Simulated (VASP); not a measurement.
# MnO2 (R-3m) in VASP: further runs, part 2 of 2

VASP 6.6.1. Earlier steps stand in the parts before.

## Step 3: Single point, PBEsol, collinear spin, ferromagnetic start

This run uses another cell than the first one, of 11.51 Å³/atom.

Contents of INCAR:

```
SYSTEM = MnO2
PREC = Accurate ; ENCUT = 700
EDIFF = 1E-6 ; ISMEAR = -1
SIGMA = 0.05 ; LREAL = .False.
LASPH = .True. ; NELM = 200
ALGO = Normal ; ISIF = 2
LWAVE = .False. ; LCHARG = .False.
ISPIN = 2 ; MAGMOM = 4 0 0
LORBIT = 11 ; LMAXMIX = 4
GGA = PS ; NBANDS = 24
GGA_COMPAT = .False.
```

Contents of KPOINTS:

```
regular mesh
0
Gamma
  11 11 11
  0 0 0
```

Contents of POSCAR:

```
MnO2
1.0
    1.4206584143      0.8202175179      4.9408719839
   -1.4206584143      0.8202175179      4.9408719839
    0.0000000000     -1.6404350358      4.9408719839
Mn O
1 2
Direct
    0.0000000000      0.0000000000      0.0000000000
    0.7306957794      0.7306957794      0.7306957794
    0.2693042206      0.2693042206      0.2693042206
```

Potentials or basis: VASP PAW PBE potentials, release 64 (Mn_sv, O).

Launch:

```
cat potpaw_PBE.64/Mn_sv/POTCAR potpaw_PBE.64/O/POTCAR > POTCAR
mpirun -np 1 vasp_std > vasp.out
```

OUTCAR:

```text
SYSTEM = MnO2
   PREC = Accurate
   ENCUT = 700
   EDIFF = 1E-6
   ISMEAR = -1
   LREAL = .False.
   LASPH = .True.
   NELM = 200
   ISIF = 2
   ISPIN = 2
   LORBIT = 11
   GGA = PS

 ion  position               nearest neighbor table
   1  0.000  0.000  0.000-   2 1.90   3 1.90   2 1.90   2 1.90   3 1.90   3 1.90
   2  0.731  0.731  0.731-   1 1.90   1 1.90   1 1.90
   3  0.269  0.269  0.269-   1 1.90   1 1.90   1 1.90

  LATTYP: Found a trigonal (rhomboedric) cell.
 ALAT       =     5.2060775127
 COS(alpha) =     0.8510679829

  Lattice vectors:

 A1 = (   1.4206584143,   0.8202175179,   4.9408719839)
 A2 = (  -1.4206584143,   0.8202175179,   4.9408719839)
 A3 = (   0.0000000000,  -1.6404350358,   4.9408719839)

Analysis of symmetry for initial positions (statically):
=====================================================================
 Subroutine PRICEL returns:
 Original cell was already a primitive cell.

 Routine SETGRP: Setting up the symmetry group for a
 trigonal (rhombohedral) supercell.

 Subroutine GETGRP returns: Found 12 space group operations
 (whereof 12 operations were pure point group operations)
 out of a pool of 12 trial point group operations.

The static configuration has the point symmetry D_3d.

Analysis of symmetry for dynamics (positions and initial velocities):
=====================================================================
 Subroutine PRICEL returns:
 Original cell was already a primitive cell.

 Routine SETGRP: Setting up the symmetry group for a
 trigonal (rhombohedral) supercell.

 Subroutine GETGRP returns: Found 12 space group operations
 (whereof 12 operations were pure point group operations)
 out of a pool of 12 trial point group operations.

The dynamic configuration has the point symmetry D_3d.

Analysis of structural, dynamic, and magnetic symmetry:
=====================================================================
 Subroutine PRICEL returns:
 Original cell was already a primitive cell.

 Routine SETGRP: Setting up the symmetry group for a
 trigonal (rhombohedral) supercell.

 Subroutine GETGRP returns: Found 12 space group operations
 (whereof 12 operations were pure point group operations)
 out of a pool of 12 trial point group operations.

The overall configuration has the point symmetry D_3d.

 Subroutine INISYM returns: Found 12 space group operations
 (whereof 12 operations are pure point group operations),
 and found     1 'primitive' translations

----------------------------------------------------------------------------------------

                                     Primitive cell

  volume of cell :      34.5441

  direct lattice vectors                    reciprocal lattice vectors
     1.420658414  0.820217518  4.940871984     0.351949487  0.203198131  0.067464475
    -1.420658414  0.820217518  4.940871984    -0.351949487  0.203198131  0.067464475
     0.000000000 -1.640435036  4.940871984     0.000000000 -0.406396262  0.067464475

  length of vectors
     5.206077513  5.206077513  5.206077513     0.411957980  0.411957980  0.411957980

  position of ions in fractional coordinates (direct lattice)
     0.000000000  0.000000000  0.000000000
[... 74 lines left out ...]
   ISPIN  =      2    spin polarized calculation?
   LNONCOLLINEAR =      F non collinear calculations
   LSORBIT =      F    spin-orbit coupling
   LASPH  =      T    aspherical Exc in radial PAW
   ENCUT  =  700.0 eV  51.45 Ry    7.17 a.u.  11.23 11.23 11.23*2*pi/ulx,y,z
   NELM   =    200;   NELMIN=  2; NELMDL= -5     # of ELM steps
   EDIFF  = 0.1E-05   stopping-criterion for ELM
   LREAL  =      F    real-space projection
   EDIFFG = 0.1E-04   stopping-criterion for IOM
   NSW    =      0    number of steps for IOM
   IBRION =     -1    ionic relax: 0-MD 1-quasi-New 2-CG
   NFREE  =      0    steps in history (QN), initial steepest desc. (CG)
   ISIF   =      2    stress and relaxation
   ISYM   =      2    0-nonsym 1-usesym 2-fastsym
   POTIM  = 0.5000    time-step for ionic-motion
   TEBEG  =    0.0;   TEEND  =   0.0 temperature during run
   PSTRESS=    0.0 pullay stress
   NELECT =      27.0000    total number of electrons
   NUPDOWN=      -1.0000    fix difference up-down
   EMIN   =  10.00;   EMAX   =-10.00  energy-range for DOS
   EFERMI =   0.00;   METHOD = LEGACY
   ISMEAR =    -1;   SIGMA  =   0.05  broadening in eV -4-tet -1-fermi 0-gaus
   EFERMI_NEDOS =   21; number of points for ismear=-14 and -15
   IALGO  =     38    algorithm
   IMIX   =      4    mixing-type and parameters
     AMIX     =   0.40;   BMIX     =  1.00
     AMIX_MAG =   1.60;   BMIX_MAG =  1.00
  volume/ion in A,a.u.               =      11.51        77.70
  Fermi-wavevector in a.u.,A,eV,Ry     =   1.508012  2.849730 30.941026  2.274101
  Thomas-Fermi vector in A             =   2.618523
   LORBIT       =     11    0 simple, 1 ext, 2 COOP (PROOUT), +10 PAW based schemes
   GGA     = PS    functional components
   LHFCALC =     F    Hartree Fock is set to
   AEXX    =    0.0000 exact exchange contribution
   IVDW    =     0    specifies the selected vdW correction
   LEPSILON=     F    determine dielectric tensor
   LRPA    =     F    only Hartree local field effects (RPA)
 spin polarized calculation
  energy-cutoff  :      700.00
  volume of cell :       34.54
 maximum number of plane-waves:      1466
 NGX is ok and might be reduce to    48
   NGX = 23   NGY = 23   NGZ = 23

 number of electron      27.0000003 magnetization       3.0000961

 Free energy of the ion-electron system (eV)
  ---------------------------------------------------
  ext. energy  EPLUGINS =         0.00000000
  ---------------------------------------------------
  free energy    TOTEN  =       -25.27231080 eV

  energy without entropy =      -25.27229801  energy(sigma->0) =      -25.27230440

 E-fermi :   4.0223     XC(G=0): -10.5706

 val. band max:        3.6286798965   @ k =  -0.4545   0.4545   0.4545
 cond. band min:       4.3837494180   @ k =   0.0000   0.0000   0.0000
 fundamental gap:      0.7550695215
 Fermi energy:         4.0222654132

 spin component 1

 k-point     1 :       0.0000    0.0000    0.0000
  band No.  band energies     occupation
      1     -77.6968      1.00000
      2     -46.4639      1.00000
      3     -46.4639      1.00000
      4     -46.4632      1.00000
      5     -16.0618      1.00000
      6     -13.7436      1.00000
[... 637 lines left out ...]
     23      22.9929      0.00000
     24      24.0618      0.00000

 [... further k-points ...]

 spin component 2

 k-point     1 :       0.0000    0.0000    0.0000
  band No.  band energies     occupation
      1     -74.5463      1.00000
      2     -43.4342      1.00000
      3     -43.4342      1.00000
      4     -43.2785      1.00000
      5     -15.8732      1.00000
      6     -13.6061      1.00000
[... 637 lines left out ...]
     23      23.4372      0.00000
     24      24.5492      0.00000

 [... further k-points ...]

------------------------ aborting loop because EDIFF is reached ----------------------------------------

  FORCE on cell =-STRESS in cart. coord.  units (eV):
  Direction    XX          YY          ZZ          XY          YZ          ZX
  --------------------------------------------------------------------------------------
  -------------------------------------------------------------------------------------
  Total       -0.0495337     -0.0495337     -0.0898984      0.0000000      0.0000000      0.0000000
  in kB       -2.2974076     -2.2974076     -4.1695468      0.0000000      0.0000000      0.0000000
  external PRESSURE =      -2.9214540 kB  Pullay stress =       0.0000000 kB

 VOLUME and BASIS-vectors are now :
 -----------------------------------------------------------------------------
  energy-cutoff  :      700.00
  volume of cell :       34.54
      direct lattice vectors                 reciprocal lattice vectors
     1.420658414  0.820217518  4.940871984     0.351949487  0.203198131  0.067464475
    -1.420658414  0.820217518  4.940871984    -0.351949487  0.203198131  0.067464475
     0.000000000 -1.640435036  4.940871984     0.000000000 -0.406396262  0.067464475

 POSITION                                       TOTAL-FORCE (eV/Angst)
 -----------------------------------------------------------------------------------
      0.00000      0.00000      0.00000         0.000000      0.000000     -0.000000
      0.00000      0.00000     10.83082         0.000000      0.000000     -0.013357
      0.00000      0.00000      3.99179         0.000000      0.000000      0.013357
 -----------------------------------------------------------------------------------
    total drift:                                0.000000      0.000000      0.000000

  FREE ENERGIE OF THE ION-ELECTRON SYSTEM (eV)
  ---------------------------------------------------
  free  energy   TOTEN  =       -25.2723108019 eV

  energy  without entropy=      -25.2722980078  energy(sigma->0) =      -25.27230440

 total charge

# of ion       s       p       d       tot
------------------------------------------
    1        2.211   6.117   4.470  12.798
    2        1.573   3.411   0.000   4.984
    3        1.573   3.411   0.000   4.984
--------------------------------------------------
tot          5.356  12.939   4.470  22.766

 magnetization (x)

# of ion       s       p       d       tot
------------------------------------------
    1        0.024   0.018   2.670   2.712
    2        0.004   0.043   0.000   0.047
    3        0.004   0.043   0.000   0.047
--------------------------------------------------
tot          0.031   0.104   2.670   2.806
```

OSZICAR:

```text
N       E                     dE             d eps       ncg     rms          rms(c)
DAV:   1     0.383939269432E+03    0.38394E+03   -0.16922E+04 15064   0.163E+03
DAV:   2    -0.418385690673E+01   -0.38812E+03   -0.36380E+03 14296   0.496E+02
DAV:   3    -0.301973298719E+02   -0.26013E+02   -0.25496E+02 18392   0.146E+02
DAV:   4    -0.322198593266E+02   -0.20225E+01   -0.20047E+01 23296   0.358E+01
DAV:   5    -0.322329908176E+02   -0.13131E-01   -0.13128E-01 17808   0.285E+00    0.298E+01
DAV:   6    -0.313540069118E+02    0.87898E+00   -0.74032E+01 19440   0.114E+02    0.546E+01
DAV:   7    -0.254944469436E+02    0.58596E+01   -0.82666E+01 19368   0.101E+02    0.112E+01
DAV:   8    -0.252386594201E+02    0.25579E+00   -0.24818E+00 19120   0.220E+01    0.676E+00
DAV:   9    -0.253144517991E+02   -0.75792E-01   -0.42869E-01 23040   0.835E+00    0.474E+00
DAV:  10    -0.252923956734E+02    0.22056E-01   -0.51842E-02 21576   0.333E+00    0.274E+00
DAV:  11    -0.252739152575E+02    0.18480E-01   -0.46043E-02 20288   0.359E+00    0.114E+00
DAV:  12    -0.252731672016E+02    0.74806E-03   -0.50898E-03 22568   0.943E-01    0.475E-01
DAV:  13    -0.252725000862E+02    0.66712E-03   -0.14255E-03 21592   0.594E-01    0.230E-01
DAV:  14    -0.252723363003E+02    0.16379E-03   -0.48825E-04 23296   0.273E-01    0.978E-02
DAV:  15    -0.252723093578E+02    0.26942E-04   -0.13322E-04 22808   0.140E-01    0.251E-02
DAV:  16    -0.252723106477E+02   -0.12899E-05   -0.91767E-06 20368   0.276E-02    0.111E-02
DAV:  17    -0.252723108019E+02   -0.15416E-06   -0.10929E-06 10896   0.164E-02
   1 F= -.25272311E+02 E0= -.25272304E+02  d E =-.127941E-04  mag=     3.0000
```

stdout:

```text
POSCAR found type information on POSCAR MnO
 POSCAR found :  2 types and       3 ions
 scaLAPACK will be used
 -----------------------------------------------------------------------------
|                                                                             |
|                                                                             |
|     You enforced a specific xc type in the INCAR file but a different       |
|     I HOPE YOU KNOW WHAT YOU ARE DOING!                                     |
|                                                                             |
 -----------------------------------------------------------------------------

 LDA part: xc-table for (Slater+PW92), standard interpolation
 POSCAR, INCAR and KPOINTS ok, starting setup
 FFT: planning ... GRIDC
 FFT: planning ... GRID_SOFT
 FFT: planning ... GRID
 WAVECAR not read
 entering main loop
```

It took 12 min on 1 thread of AMD EPYC 9R45 (Zen 5), shared host; peak memory 0.56 GiB.

What came out:

```yaml
Free_energy: -25.2723 eV
Pressure: -0.3 GPa
Largest_force: 0.013 eV/Å
Band_gap_on_the_k_mesh: 0.76 eV (least direct gap 0.80 eV)
Net_moment: 3.00 μB per cell
Site_moments: Mn +2.71; O +0.05 μB
Valence_electrons_inside_the_program's_atomic_spheres: Mn 12.80; O 4.98
```

Forces in eV/Å, atoms in the order of the input:
```
Mn   0.000  0.000  0.000
O    0.000  0.000 -0.013
O    0.000  0.000  0.013
```

Levels at points of the mesh, in eV from the valence-band top:
Spin up:
| k point | band 12 | band 13 | band 14 | band 15 | band 16 | band 17 | band 18 | band 19 |
| --- | --- | --- | --- | --- | --- | --- | --- | --- |
| (0.00, 0.00, 0.00) | -1.49 | -1.48 | -1.48 | -0.25 | 2.94 | 2.94 | 6.87 | 10.18 |
Spin down:
```csv
k point,band 9,band 10,band 11,band 12,band 13,band 14,band 15,band 16
"(0.00, 0.00, 0.00)",-5.15,-1.38,-1.38,-1.31,0.76,0.76,2.45,4.31
```

Caveat: the PAW data sets were made with another functional, which shifts forces and pressure a little; a cell with one magnetic atom can't hold antiferromagnetic order, which such compounds often take. A k mesh can miss the band edges.
